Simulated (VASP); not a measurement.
# KZnF3 (Pm-3m) in VASP: a series of runs

Runs on KZnF3. Level: PBE. Tasks: relaxation of cell and atoms.

All numbers are computed with VASP 6.6.1; they aren't measurements. Logs are shortened: lines on timing, memory, paths and dates and some standing lists are left out, and cuts for length are marked.

## 1. The cell of the first run

Symmetry: Pm-3m, No. 221, cubic system. The conventional cell has a = 3.917 Å, b = 3.917 Å, c = 3.917 Å, α = 90.00°, β = 90.00°, γ = 90.00°. K (site symmetry m-3m) has 12 F at 2.77 Å and 8 Zn at 3.39 Å within 3.7 Å. Zn (site symmetry m-3m) has 6 F at 1.96 Å within 2.6 Å. F (site symmetry 4/mmm) has 2 Zn at 1.96 Å within 2.6 Å.

## 2. Relaxation of cell and atoms, PBE, target pressure 15 GPa, at which the enthalpy is minimised

Contents of INCAR:

```
SYSTEM = KZnF3
PREC = Accurate
ENCUT = 600
EDIFF = 1E-6
ISMEAR = 0
SIGMA = 0.02
LREAL = .FALSE.
LASPH = .TRUE.
NELM = 80
ALGO = Normal
ISIF = 3
LWAVE = .FALSE.
LCHARG = .FALSE.
GGA = PE
IBRION = 2
NSW = 70
EDIFFG = -0.008
PSTRESS = 150.0
```

Contents of KPOINTS:

```
regular mesh
0
G
  6 6 6
  0 0 0
```

Contents of POSCAR:

```
KZnF3
1.0
    3.9172476012      0.0000000000      0.0000000000
    0.0000000000      3.9172476012      0.0000000000
    0.0000000000      0.0000000000      3.9172476012
K Zn F
1 1 3
Direct
    0.0000000000      0.0000000000      0.0000000000
    0.5000000000      0.5000000000      0.5000000000
    0.0000000000      0.5000000000      0.5000000000
    0.5000000000      0.0000000000      0.5000000000
    0.5000000000      0.5000000000      0.0000000000
```

Potentials or basis: VASP PAW PBE potentials, release 64 (K_sv, Zn, F).

Command:

```sh
$ cat potpaw_PBE.64/K_sv/POTCAR potpaw_PBE.64/Zn/POTCAR potpaw_PBE.64/F/POTCAR > POTCAR
$ mpirun -np 1 vasp_std > vasp.out
```

OUTCAR:

```text
SYSTEM = KZnF3
   PREC = Accurate
   ENCUT = 600
   EDIFF = 1E-6
   ISMEAR = 0
   LREAL = .FALSE.
   LASPH = .TRUE.
   NELM = 80
   ISIF = 3
   GGA = PE
   IBRION = 2
   NSW = 70
   EDIFFG = -0.008
   PSTRESS = 150.0

 ion  position               nearest neighbor table
   1  0.000  0.000  0.000-   3 2.77   4 2.77   5 2.77   3 2.77   4 2.77   3 2.77   5 2.77   3 2.77
                             4 2.77   5 2.77   4 2.77   5 2.77   2 3.39   2 3.39   2 3.39   2 3.39
   2  0.500  0.500  0.500-   3 1.96   4 1.96   5 1.96   5 1.96   4 1.96   3 1.96   1 3.39   1 3.39
                             1 3.39   1 3.39   1 3.39   1 3.39   1 3.39   1 3.39
   3  0.000  0.500  0.500-   2 1.96   2 1.96   1 2.77   1 2.77   1 2.77   1 2.77
   4  0.500  0.000  0.500-   2 1.96   2 1.96   1 2.77   1 2.77   1 2.77   1 2.77
   5  0.500  0.500  0.000-   2 1.96   2 1.96   1 2.77   1 2.77   1 2.77   1 2.77

  LATTYP: Found a simple cubic cell.
 ALAT       =     3.9172476012

  Lattice vectors:

 A1 = (   3.9172476012,   0.0000000000,   0.0000000000)
 A2 = (   0.0000000000,   3.9172476012,   0.0000000000)
 A3 = (   0.0000000000,   0.0000000000,   3.9172476012)

Analysis of symmetry for initial positions (statically):
=====================================================================
 Subroutine PRICEL returns:
 Original cell was already a primitive cell.

 Routine SETGRP: Setting up the symmetry group for a
 simple cubic supercell.

 Subroutine GETGRP returns: Found 48 space group operations
 (whereof 48 operations were pure point group operations)
 out of a pool of 48 trial point group operations.

The static configuration has the point symmetry O_h .

Analysis of symmetry for dynamics (positions and initial velocities):
=====================================================================
 Subroutine PRICEL returns:
 Original cell was already a primitive cell.

 Routine SETGRP: Setting up the symmetry group for a
 simple cubic supercell.

 Subroutine GETGRP returns: Found 48 space group operations
 (whereof 48 operations were pure point group operations)
 out of a pool of 48 trial point group operations.

The dynamic configuration has the point symmetry O_h .

 Subroutine INISYM returns: Found 48 space group operations
 (whereof 48 operations are pure point group operations),
 and found     1 'primitive' translations

----------------------------------------------------------------------------------------

                                     Primitive cell

  volume of cell :      60.1095

  direct lattice vectors                    reciprocal lattice vectors
     3.917247601  0.000000000  0.000000000     0.255281285  0.000000000  0.000000000
     0.000000000  3.917247601  0.000000000     0.000000000  0.255281285  0.000000000
     0.000000000  0.000000000  3.917247601     0.000000000  0.000000000  0.255281285

  length of vectors
     3.917247601  3.917247601  3.917247601     0.255281285  0.255281285  0.255281285

  position of ions in fractional coordinates (direct lattice)
     0.000000000  0.000000000  0.000000000
     0.500000000  0.500000000  0.500000000
     0.000000000  0.500000000  0.500000000
     0.500000000  0.000000000  0.500000000
     0.500000000  0.500000000  0.000000000

  ion indices of the primitive-cell ions
   primitive index   ion index
                 1           1
                 2           2
                 3           3
                 4           4
                 5           5

----------------------------------------------------------------------------------------

 KPOINTS: regular mesh

Automatic generation of k-mesh.
 Grid dimensions read from file:
 generate k-points for:    6    6    6

 Generating k-lattice:

  Cartesian coordinates                     Fractional coordinates (reciprocal lattice)
     0.042546881  0.000000000  0.000000000     0.166666667  0.000000000  0.000000000
     0.000000000  0.042546881  0.000000000     0.000000000  0.166666667  0.000000000
     0.000000000  0.000000000  0.042546881     0.000000000  0.000000000  0.166666667

  Length of vectors
     0.042546881  0.042546881  0.042546881

  Shift w.r.t. Gamma in fractional coordinates (k-lattice)
     0.000000000  0.000000000  0.000000000

 Subroutine IBZKPT returns following result:
 ===========================================

 Found     20 irreducible k-points:

 Following reciprocal coordinates:
            Coordinates               Weight
  0.000000  0.000000  0.000000      1.000000
  0.166667  0.000000  0.000000      6.000000
  0.333333  0.000000  0.000000      6.000000
  0.500000  0.000000  0.000000      3.000000
  0.166667  0.166667  0.000000     12.000000
  0.333333  0.166667  0.000000     24.000000
[... 12 lines left out ...]
  0.500000  0.500000  0.333333      6.000000
  0.500000  0.500000  0.500000      1.000000
   k-points           NKPTS =     20   k-points in BZ     NKDIM =     20   number of bands    NBANDS=     25
   number of dos      NEDOS =    301   number of ions     NIONS =      5
   total plane-waves  NPLWV =  32768
   dimension x,y,z NGX =    32 NGY =   32 NGZ =   32
   dimension x,y,z NGXF=    64 NGYF=   64 NGZF=   64
   ions per type =               1   1   3
   NGX,Y,Z   is equivalent  to a cutoff of  13.58, 13.58, 13.58 a.u.
   NGXF,Y,Z  is equivalent  to a cutoff of  27.16, 27.16, 27.16 a.u.
 SYSTEM =  KZnF3
   PREC   = accura    normal or accurate (medium, high low for compatibility)
   ISTART =      0    job   : 0-new  1-cont  2-samecut
   ICHARG =      2    charge: 1-file 2-atom 10-const
   ISPIN  =      1    spin polarized calculation?
   LNONCOLLINEAR =      F non collinear calculations
   LSORBIT =      F    spin-orbit coupling
   LASPH  =      T    aspherical Exc in radial PAW
   ENCUT  =  600.0 eV  44.10 Ry    6.64 a.u.   7.82  7.82  7.82*2*pi/ulx,y,z
   NELM   =     80;   NELMIN=  2; NELMDL= -5     # of ELM steps
   EDIFF  = 0.1E-05   stopping-criterion for ELM
   LREAL  =      F    real-space projection
   EDIFFG = -.8E-02   stopping-criterion for IOM
   NSW    =     70    number of steps for IOM
   IBRION =      2    ionic relax: 0-MD 1-quasi-New 2-CG
   NFREE  =      1    steps in history (QN), initial steepest desc. (CG)
   ISIF   =      3    stress and relaxation
   ISYM   =      2    0-nonsym 1-usesym 2-fastsym
   POTIM  = 0.5000    time-step for ionic-motion
   TEBEG  =    0.0;   TEEND  =   0.0 temperature during run
   PSTRESS=  150.0 pullay stress
   NELECT =      42.0000    total number of electrons
   NUPDOWN=      -1.0000    fix difference up-down
   EMIN   =  10.00;   EMAX   =-10.00  energy-range for DOS
   EFERMI =   0.00;   METHOD = LEGACY
   ISMEAR =     0;   SIGMA  =   0.02  broadening in eV -4-tet -1-fermi 0-gaus
   EFERMI_NEDOS =   21; number of points for ismear=-14 and -15
   IALGO  =     38    algorithm
   IMIX   =      4    mixing-type and parameters
     AMIX     =   0.40;   BMIX     =  1.00
     AMIX_MAG =   1.60;   BMIX_MAG =  1.00
  volume/ion in A,a.u.               =      12.02        81.13
  Fermi-wavevector in a.u.,A,eV,Ry     =   1.452703  2.745211 28.713010  2.110347
  Thomas-Fermi vector in A             =   2.570055
   LORBIT       =      0    0 simple, 1 ext, 2 COOP (PROOUT), +10 PAW based schemes
   GGA     = PE    functional components
   LHFCALC =     F    Hartree Fock is set to
   AEXX    =    0.0000 exact exchange contribution
   IVDW    =     0    specifies the selected vdW correction
   LEPSILON=     F    determine dielectric tensor
   LRPA    =     F    only Hartree local field effects (RPA)
 conjugate gradient relaxation of ions
 non-spin polarized calculation
 Gauss-broadening in eV      SIGMA  =   0.02
  energy-cutoff  :      600.00
  volume of cell :       60.11
 maximum number of plane-waves:      2028
 NGX is ok and might be reduce to    32
   NGX = 15   NGY = 15   NGZ = 15

--------------------------------------- Ionic step        1  -------------------------------------------

 number of electron      41.9999953 magnetization

 Free energy of the ion-electron system (eV)
  ---------------------------------------------------
  ext. energy  EPLUGINS =         0.00000000
  ---------------------------------------------------
  free energy    TOTEN  =       -19.85507433 eV

  energy without entropy =      -19.85507433  energy(sigma->0) =      -19.85507433

------------------------ aborting loop because EDIFF is reached ----------------------------------------

  FORCE on cell =-STRESS in cart. coord.  units (eV):
  Direction    XX          YY          ZZ          XY          YZ          ZX
  --------------------------------------------------------------------------------------
  -------------------------------------------------------------------------------------
  Total        6.2018385      6.2018385      6.2018385      0.0000000     -0.0000000     -0.0000000
  in kB      165.3057519    165.3057519    165.3057519      0.0000000     -0.0000000     -0.0000000
  external PRESSURE =      15.3057519 kB  Pullay stress =     150.0000000 kB

 VOLUME and BASIS-vectors are now :
 -----------------------------------------------------------------------------
  energy-cutoff  :      600.00
  volume of cell :       60.11
      direct lattice vectors                 reciprocal lattice vectors
     3.917247601  0.000000000  0.000000000     0.255281285  0.000000000  0.000000000
     0.000000000  3.917247601  0.000000000     0.000000000  0.255281285  0.000000000
     0.000000000  0.000000000  3.917247601     0.000000000  0.000000000  0.255281285
[... 52 lines left out ...]
  FREE ENERGIE OF THE ION-ELECTRON SYSTEM (eV)
  ---------------------------------------------------
  free  energy   TOTEN  =       -19.9507965456 eV

  energy  without entropy=      -19.9507965456  energy(sigma->0) =      -19.95079655

  enthalpy is  TOTEN    =       -14.2291313914 eV   P V=        5.7216651542

--------------------------------------- Ionic step        3  -------------------------------------------

 number of electron      41.9999960 magnetization

 Free energy of the ion-electron system (eV)
  ---------------------------------------------------
  ext. energy  EPLUGINS =         0.00000000
  ---------------------------------------------------
  free energy    TOTEN  =       -19.91409547 eV

  energy without entropy =      -19.91409547  energy(sigma->0) =      -19.91409547

 E-fermi :   0.3563     XC(G=0): -10.3537

 val. band max:        0.2354862286   @ k =   0.5000   0.5000   0.5000
 cond. band min:       4.2651043678   @ k =   0.0000   0.0000   0.0000
 fundamental gap:      4.0296181391
 Fermi energy:         0.3562778036

 k-point     1 :       0.0000    0.0000    0.0000
  band No.  band energies     occupation
      1     -27.2307      2.00000
      2     -22.1903      2.00000
      3     -21.4365      2.00000
      4     -21.4365      2.00000
      5     -10.7313      2.00000
      6     -10.7313      2.00000
[... 17 lines left out ...]
     24       8.5014      0.00000
     25       9.8645      0.00000
[... 552 lines left out ...]
 POSITION                                       TOTAL-FORCE (eV/Angst)
 -----------------------------------------------------------------------------------
      0.00000      0.00000      0.00000         0.000000      0.000000      0.000000
      1.96514      1.96514      1.96514        -0.000000     -0.000000      0.000000
      0.00000      1.96514      1.96514        -0.000000     -0.000000      0.000000
      1.96514      0.00000      1.96514         0.000000     -0.000000      0.000000
      1.96514      1.96514     -0.00000         0.000000      0.000000      0.000000
 -----------------------------------------------------------------------------------
    total drift:                                0.000000     -0.000000     -0.000000

  FREE ENERGIE OF THE ION-ELECTRON SYSTEM (eV)
  ---------------------------------------------------
  free  energy   TOTEN  =       -19.9140954722 eV

  energy  without entropy=      -19.9140954722  energy(sigma->0) =      -19.91409547

  enthalpy is  TOTEN    =       -14.2301493444 eV   P V=        5.6839461278

 reached required accuracy - stopping structural energy minimisation
```

It took 48 s on 1 thread of AMD EPYC 9R45 (Zen 5), shared host; peak memory 0.17 GiB.

What came out:

| Property | Result |
| --- | --- |
| Free energy | -19.9141 eV |
| Relaxed volume | 12.14 Å³/atom |
| Relaxed cell | a = 3.930 Å, b = 3.930 Å, c = 3.930 Å, α = 90.00°, β = 90.00°, γ = 90.00° |
| Space group after relaxing (to 0.1 Å) | Pm-3m (No. 221) |
| Energy change on relaxing (the run minimises the enthalpy) | -11.8 meV/atom |
| Ionic steps | 3 |
| Pressure after relaxing | 15.1 GPa |
| Band gap on the k mesh | 4.03 eV (least direct gap 6.44 eV) |

Step by step:
```tsv
step	energy change (eV)	largest force (eV/Å)	pressure (GPa)	volume (Å³)
1	0.0000	0.0000	16.53	60.11
2	-0.0957	0.0000	14.13	61.11
3	-0.0590	0.0000	15.06	60.71
```

Final structure:
```
CELL_PARAMETERS angstrom
3.93028 0.00000 0.00000
0.00000 3.93028 0.00000
0.00000 0.00000 3.93028
ATOMIC_POSITIONS crystal
K 0.00000 0.00000 0.00000
Zn 0.50000 0.50000 0.50000
F 0.00000 0.50000 0.50000
F 0.50000 0.00000 0.50000
F 0.50000 0.50000 0.00000
```

Caveat: the cell is relaxed towards a set pressure, so the run minimises the enthalpy, not the energy.

## 3. Relaxation of cell and atoms, PBE, target pressure 8 GPa, at which the enthalpy is minimised

This run uses another cell than the first one, of 12.77 Å³/atom.

Contents of INCAR:

```
ALGO = Normal
EDIFF = 1E-7
EDIFFG = -0.008
ENCUT = 600
GGA = PE
IBRION = 2
ISIF = 3
ISMEAR = 0
LASPH = T
LCHARG = F
LREAL = F
LWAVE = F
NELM = 80
NSW = 70
PREC = Accurate
PSTRESS = 80.0
SIGMA = 0.02
```

Contents of KPOINTS:

```
k-points
0
Gamma
  6 6 6
```

Edit POSCAR of step 2 so:

```diff
@@ -2,5 +2,5 @@
 1.0
-    3.9172476012      0.0000000000      0.0000000000
-    0.0000000000      3.9172476012      0.0000000000
-    0.0000000000      0.0000000000      3.9172476012
+    3.9965927038      0.0000000000      0.0000000000
+    0.0000000000      3.9965927038      0.0000000000
+    0.0000000000      0.0000000000      3.9965927038
 K Zn F
```

Potentials or basis: VASP PAW PBE potentials, release 64 (K_sv, Zn, F).

Command:

```sh
$ cat potpaw_PBE.64/K_sv/POTCAR potpaw_PBE.64/Zn/POTCAR potpaw_PBE.64/F/POTCAR > POTCAR
$ mpirun -np 1 vasp_std > vasp.out
```

Wall time 49 s (1 thread of AMD EPYC 9R45 (Zen 5), shared host); peak memory 0.18 GiB.

It converged, with:

```yaml
Free_energy: -20.1814 eV
Relaxed_volume: 12.87 Å³/atom
Relaxed_cell: a = 4.007 Å, b = 4.007 Å, c = 4.007 Å, α = 90.00°, β = 90.00°, γ = 90.00°
Space_group_after_relaxing_to_0.1_Å: Pm-3m (No. 221)
Energy_change_on_relaxing_the_run_minimises_the_enthalpy: -5.3 meV/atom
Ionic_steps: 3
Pressure_after_relaxing: 8.0 GPa
Band_gap_on_the_k_mesh: 3.88 eV (least direct gap 5.92 eV)
```

The path:
```
step  energy change (eV)  largest force (eV/Å)  pressure (GPa)  volume (Å³)
   1              0.0000                0.0000            8.89        63.84
   2             -0.0341                0.0000            7.77        64.50
   3             -0.0267                0.0000            8.02        64.34
```

Final structure:
```cif
data_structure
_symmetry_space_group_name_H-M 'P 1'
_symmetry_Int_Tables_number 1
_cell_length_a 4.0071
_cell_length_b 4.0071
_cell_length_c 4.0071
_cell_angle_alpha 90.000
_cell_angle_beta 90.000
_cell_angle_gamma 90.000
_cell_volume 64.34
loop_
_atom_site_label
_atom_site_type_symbol
_atom_site_fract_x
_atom_site_fract_y
_atom_site_fract_z
_atom_site_occupancy
K1 K 0.00000 0.00000 0.00000 1
Zn1 Zn 0.50000 0.50000 0.50000 1
F1 F 0.00000 0.50000 0.50000 1
F2 F 0.50000 0.00000 0.50000 1
F3 F 0.50000 0.50000 0.00000 1
```

Levels at points of the mesh, in eV from the valence-band top:
```csv
k point,band 18,band 19,band 20,band 21,band 22,band 23,band 24,band 25
"(0.00, 0.00, 0.00)",-2.28,-2.05,-2.05,-2.05,3.88,8.55,8.55,9.49
"(0.50, 0.00, 0.00)",-2.24,-1.83,-1.83,-1.60,6.72,8.32,9.55,11.05
"(0.50, 0.50, 0.00)",-1.92,-1.92,-1.70,0.00,8.16,10.10,10.26,10.26
"(0.50, 0.50, 0.50)",-1.68,-1.68,0.00,0.00,8.38,8.38,8.38,10.49
```

Caveat: the cell is relaxed towards a set pressure, so the run minimises the enthalpy, not the energy. A k mesh can miss the band edges.
